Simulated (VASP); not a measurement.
## Zr3ZnN2: single point with PBE

The system is Zr3ZnN2.

```
Zr Zn N
1.0
     5.96676    0.00000    0.00000
    -2.98338    5.16736    0.00000
     0.00000    0.00000    3.04021
Zr Zn N
3 1 2
Direct
  0.50000 0.50000 0.50000
  0.50000 0.00000 0.50000
  0.00000 0.50000 0.50000
  0.00000 0.00000 0.00000
  0.66667 0.33333 0.00000
  0.33333 0.66667 0.00000
```

```
Program             : VASP 6.6.1
Task                : single point
Functional          : PBE
Potentials or basis : VASP PAW PBE potentials, release 64 (Zr_sv, Zn, N)
Cutoff              : 520 eV
k mesh              : 6 × 6 × 12
Occupations         : gaussian, width 0.1 eV
Spin                : no spin polarisation
```

```yaml
Pressure: 0.2 GPa
Band_gap_on_the_k_mesh: zero (band 29 reaches 9.00 eV, above the bottom of band 30 at 7.29 eV)
```

Stress tensor (GPa, compression positive):
```
0.14 0.00 0.00
0.00 0.14 0.00
0.00 0.00 0.21
```

Levels at points of the mesh, in eV from the Fermi level:
| k point | band 26 | band 27 | band 28 | band 29 | band 30 | band 31 | band 32 | band 33 |
| --- | --- | --- | --- | --- | --- | --- | --- | --- |
| (0.00, 0.00, 0.00) | -2.39 | -2.12 | -1.33 | -1.33 | 0.81 | 0.81 | 2.05 | 2.05 |
| (0.50, 0.00, 0.00) | -3.30 | -2.27 | -1.77 | -1.16 | -0.08 | 1.19 | 1.77 | 2.11 |
| (0.00, 0.00, 0.50) | -2.70 | -1.57 | -1.00 | -1.00 | -0.58 | -0.58 | 1.72 | 3.20 |
| (0.50, 0.00, 0.50) | -1.45 | -1.25 | -0.69 | 0.63 | 0.94 | 1.03 | 1.11 | 1.12 |

It took 110 s on 1 thread of AMD EPYC 9R45 96-Core Processor (Zen 5), on a shared host, peak memory 0.29 GiB.
